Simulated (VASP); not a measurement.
# Y (Pm-3n) in VASP: single point with RPBE

Aim: the single point of Y with RPBE.

All numbers are computed with VASP 6.6.1; they aren't measurements. Logs are shortened: lines on timing, memory, paths and dates and some standing lists are left out, and cuts for length are marked.

### 1 The cell of the first run

It takes space group Pm-3n (No. 223, cubic). The conventional cell has a = 6.564 Å, b = 6.564 Å, c = 6.564 Å, α = 90.00°, β = 90.00°, γ = 90.00°. Within 4.8 Å of Y (site symmetry m-3) lie 12 Y at 3.67 Å. Y (site symmetry -4m2) has 14 Y at 3.28 to 4.02 Å within 4.3 Å.

### 2 Single point, RPBE

INCAR

```
SYSTEM = Y
  PREC = Accurate
  ENCUT = 520
  EDIFF = 1E-6
  ISMEAR = -1
  SIGMA = 0.1
  LREAL = .FALSE.
  LASPH = .TRUE.
  NELM = 80
  ALGO = Normal
  ISIF = 2
  LWAVE = .FALSE.
  LCHARG = .TRUE.
  GGA = RP
  LELF = .TRUE.
  LVHAR = .TRUE.
  NBANDS = 54
```

KPOINTS

```
regular mesh
0
G
  5 5 5
  0 0 0
```

POSCAR

```
Y
1.0
    6.5641808495      0.0000000000      0.0000000000
    0.0000000000      6.5641808495      0.0000000000
    0.0000000000      0.0000000000      6.5641808495
Y
8
Direct
    1.0000000000      0.0000000000      0.0000000000
    0.5000000000      0.5000000000      0.5000000000
    0.2500000000      1.0000000000      0.5000000000
    0.7500000000      1.0000000000      0.5000000000
    0.5000000000      0.2500000000      0.0000000000
    0.5000000000      0.7500000000      0.0000000000
    0.0000000000      0.5000000000      0.2500000000
    1.0000000000      0.5000000000      0.7500000000
```

Potentials or basis: VASP PAW PBE potentials, release 64 (Y_sv).

On the command line:

```sh
cat potpaw_PBE.64/Y_sv/POTCAR > POTCAR
mpirun -np 1 vasp_std > vasp.out
```

OUTCAR:

```text
SYSTEM = Y
   PREC = Accurate
   ENCUT = 520
   EDIFF = 1E-6
   ISMEAR = -1
   LREAL = .FALSE.
   LASPH = .TRUE.
   NELM = 80
   ISIF = 2
   GGA = RP

 ion  position               nearest neighbor table
   1  0.000  0.000  0.000-   3 3.67   4 3.67   5 3.67   6 3.67   7 3.67   8 3.67   3 3.67   4 3.67
                             7 3.67   8 3.67   5 3.67   6 3.67
   2  0.500  0.500  0.500-   3 3.67   4 3.67   5 3.67   6 3.67   7 3.67   8 3.67   5 3.67   6 3.67
                             3 3.67   4 3.67   7 3.67   8 3.67
   3  0.250  0.000  0.500-   4 3.28   4 3.28   1 3.67   1 3.67   2 3.67   2 3.67   8 4.02   5 4.02
                             5 4.02   6 4.02   6 4.02   7 4.02   8 4.02   7 4.02
   4  0.750  0.000  0.500-   3 3.28   3 3.28   1 3.67   1 3.67   2 3.67   2 3.67   8 4.02   5 4.02
                             5 4.02   6 4.02   6 4.02   7 4.02   8 4.02   7 4.02
   5  0.500  0.250  0.000-   6 3.28   6 3.28   1 3.67   2 3.67   2 3.67   1 3.67   8 4.02   4 4.02
                             3 4.02   4 4.02   3 4.02   7 4.02   7 4.02   8 4.02
   6  0.500  0.750  0.000-   5 3.28   5 3.28   1 3.67   2 3.67   2 3.67   1 3.67   8 4.02   4 4.02
                             3 4.02   4 4.02   3 4.02   7 4.02   7 4.02   8 4.02
   7  0.000  0.500  0.250-   8 3.28   8 3.28   1 3.67   2 3.67   1 3.67   2 3.67   3 4.02   4 4.02
                             5 4.02   3 4.02   4 4.02   6 4.02   5 4.02   6 4.02
   8  0.000  0.500  0.750-   7 3.28   7 3.28   1 3.67   2 3.67   1 3.67   2 3.67   3 4.02   4 4.02
                             5 4.02   3 4.02   4 4.02   6 4.02   5 4.02   6 4.02

  LATTYP: Found a simple cubic cell.
 ALAT       =     6.5641808495

  Lattice vectors:

 A1 = (   6.5641808495,   0.0000000000,   0.0000000000)
 A2 = (   0.0000000000,   6.5641808495,   0.0000000000)
 A3 = (   0.0000000000,   0.0000000000,   6.5641808495)

Analysis of symmetry for initial positions (statically):
=====================================================================
 Subroutine PRICEL returns:
 Original cell was already a primitive cell.

 Routine SETGRP: Setting up the symmetry group for a
 simple cubic supercell.

 Subroutine GETGRP returns: Found 48 space group operations
 (whereof 24 operations were pure point group operations)
 out of a pool of 48 trial point group operations.

The static configuration has the point symmetry T_h .
 The point group associated with its full space group is O_h .

Analysis of symmetry for dynamics (positions and initial velocities):
=====================================================================
 Subroutine PRICEL returns:
 Original cell was already a primitive cell.
[... 106 lines left out ...]
   EDIFF  = 0.1E-05   stopping-criterion for ELM
   LREAL  =      F    real-space projection
[... 7 lines left out ...]
   TEBEG  =    0.0;   TEEND  =   0.0 temperature during run
   PSTRESS=    0.0 pullay stress
   NELECT =      88.0000    total number of electrons
   NUPDOWN=      -1.0000    fix difference up-down
   EMIN   =  10.00;   EMAX   =-10.00  energy-range for DOS
   EFERMI =   0.00;   METHOD = LEGACY
   ISMEAR =    -1;   SIGMA  =   0.10  broadening in eV -4-tet -1-fermi 0-gaus
   EFERMI_NEDOS =   21; number of points for ismear=-14 and -15
   IALGO  =     38    algorithm
   IMIX   =      4    mixing-type and parameters
     AMIX     =   0.40;   BMIX     =  1.00
     AMIX_MAG =   1.60;   BMIX_MAG =  1.00
  volume/ion in A,a.u.               =      35.36       238.59
  Fermi-wavevector in a.u.,A,eV,Ry     =   1.109316  2.096303 16.743077  1.230581
  Thomas-Fermi vector in A             =   2.245854
   LORBIT       =      0    0 simple, 1 ext, 2 COOP (PROOUT), +10 PAW based schemes
   GGA     = RP    functional components
   LHFCALC =     F    Hartree Fock is set to
   AEXX    =    0.0000 exact exchange contribution
   IVDW    =     0    specifies the selected vdW correction
   LEPSILON=     F    determine dielectric tensor
   LRPA    =     F    only Hartree local field effects (RPA)
 non-spin polarized calculation
  energy-cutoff  :      520.00
  volume of cell :      282.84
 maximum number of plane-waves:      7640
 NGX is ok and might be reduce to    50
   NGX = 25   NGY = 25   NGZ = 25

 number of electron      88.0000000 magnetization

 Free energy of the ion-electron system (eV)
  ---------------------------------------------------
  ext. energy  EPLUGINS =         0.00000000
  ---------------------------------------------------
  free energy    TOTEN  =       -47.30977217 eV

  energy without entropy =      -46.49240070  energy(sigma->0) =      -46.90108643

 E-fermi :   2.8361     XC(G=0):  -9.0466

 val. band max:        2.8315732792   @ k =   0.4000   0.2000   0.2000
 cond. band min:       2.8461742697   @ k =   0.4000   0.0000   0.0000
 fundamental gap:      0.0146009904
 Fermi energy:         2.8361410198

 k-point     1 :       0.0000    0.0000    0.0000
  band No.  band energies     occupation
      1     -40.1743      2.00000
      2     -40.1555      2.00000
      3     -40.1555      2.00000
      4     -40.0996      2.00000
      5     -40.0996      2.00000
      6     -40.0996      2.00000
[... 559 lines left out ...]
     53       3.7161      0.00030
     54       3.7232      0.00028

------------------------ aborting loop because EDIFF is reached ----------------------------------------

  FORCE on cell =-STRESS in cart. coord.  units (eV):
  Direction    XX          YY          ZZ          XY          YZ          ZX
  --------------------------------------------------------------------------------------
  -------------------------------------------------------------------------------------
  Total       -0.1540954     -0.1540954     -0.1540954     -0.0000000      0.0000000      0.0000000
  in kB       -0.8728882     -0.8728882     -0.8728882     -0.0000000      0.0000000      0.0000000
  external PRESSURE =      -0.8728882 kB  Pullay stress =       0.0000000 kB

 VOLUME and BASIS-vectors are now :
 -----------------------------------------------------------------------------
  energy-cutoff  :      520.00
  volume of cell :      282.84
      direct lattice vectors                 reciprocal lattice vectors
     6.564180849  0.000000000  0.000000000     0.152341933  0.000000000  0.000000000
     0.000000000  6.564180849  0.000000000     0.000000000  0.152341933  0.000000000
     0.000000000  0.000000000  6.564180849     0.000000000  0.000000000  0.152341933

 POSITION                                       TOTAL-FORCE (eV/Angst)
 -----------------------------------------------------------------------------------
      0.00000      0.00000      0.00000        -0.000000      0.000000     -0.000000
      3.28209      3.28209      3.28209        -0.000000      0.000000     -0.000000
      1.64105      0.00000      3.28209         0.000000     -0.000000     -0.000000
      4.92314      0.00000      3.28209        -0.000000      0.000000      0.000000
      3.28209      1.64105      0.00000         0.000000      0.000000      0.000000
      3.28209      4.92314      0.00000        -0.000000      0.000000     -0.000000
      0.00000      3.28209      1.64105         0.000000     -0.000000     -0.000000
      0.00000      3.28209      4.92314        -0.000000      0.000000     -0.000000
 -----------------------------------------------------------------------------------
    total drift:                                0.000000     -0.000000     -0.000000

  FREE ENERGIE OF THE ION-ELECTRON SYSTEM (eV)
  ---------------------------------------------------
  free  energy   TOTEN  =       -47.3097721680 eV

  energy  without entropy=      -46.4924007003  energy(sigma->0) =      -46.90108643
```

OSZICAR:

```text
N       E                     dE             d eps       ncg     rms          rms(c)
DAV:   1     0.531169769660E+03    0.53117E+03   -0.43196E+04  1080   0.154E+03
DAV:   2     0.732594317596E+01   -0.52384E+03   -0.51154E+03  1222   0.391E+02
DAV:   3    -0.414811388041E+02   -0.48807E+02   -0.47065E+02  1568   0.679E+01
DAV:   4    -0.483696096209E+02   -0.68885E+01   -0.67587E+01  1744   0.240E+01
DAV:   5    -0.488235226286E+02   -0.45391E+00   -0.45214E+00  1442   0.518E+00    0.651E+01
DAV:   6    -0.475157818337E+02    0.13077E+01   -0.22189E+00  1238   0.599E+00    0.395E+01
DAV:   7    -0.473331171783E+02    0.18266E+00   -0.33397E+00  1280   0.681E+00    0.321E+00
DAV:   8    -0.473147918221E+02    0.18325E-01   -0.81773E-01  1294   0.288E+00    0.166E+00
DAV:   9    -0.473114514643E+02    0.33404E-02   -0.25500E-02  1472   0.547E-01    0.104E+00
DAV:  10    -0.473096722971E+02    0.17792E-02   -0.78925E-03  1314   0.486E-01    0.989E-01
DAV:  11    -0.473097828187E+02   -0.11052E-03   -0.10432E-03  1440   0.164E-01    0.981E-02
DAV:  12    -0.473097629938E+02    0.19825E-04   -0.12900E-04  1296   0.552E-02    0.375E-02
DAV:  13    -0.473097694489E+02   -0.64551E-05   -0.14885E-05  1560   0.173E-02    0.172E-02
DAV:  14    -0.473097713433E+02   -0.18944E-05   -0.35256E-06   928   0.651E-03    0.450E-03
DAV:  15    -0.473097721680E+02   -0.82466E-06   -0.10510E-06   744   0.416E-03
   1 F= -.47309772E+02 E0= -.46901086E+02  d E =-.817371E+00
```

stdout:

```text
POSCAR found type information on POSCAR Y
 POSCAR found :  1 types and       8 ions
 scaLAPACK will be used
 -----------------------------------------------------------------------------
|                                                                             |
|                                                                             |
|     You enforced a specific xc type in the INCAR file but a different       |
|     I HOPE YOU KNOW WHAT YOU ARE DOING!                                     |
|                                                                             |
 -----------------------------------------------------------------------------

 LDA part: xc-table for (Slater+PW92), standard interpolation
 POSCAR, INCAR and KPOINTS ok, starting setup
 FFT: planning ... GRIDC
 FFT: planning ... GRID_SOFT
 FFT: planning ... GRID
 WAVECAR not read
 entering main loop
```

Wall time 5.3 min (1 thread of AMD EPYC 7R13, shared host); peak memory 0.36 GiB.

Results:

- Free energy: -47.3098 eV
- Pressure: -0.1 GPa
- Band gap on the k mesh: zero (band 44 reaches 2.88 eV, above the bottom of band 45 at 2.50 eV)

Caveat: the PAW data sets were made with another functional, which shifts forces and pressure a little.
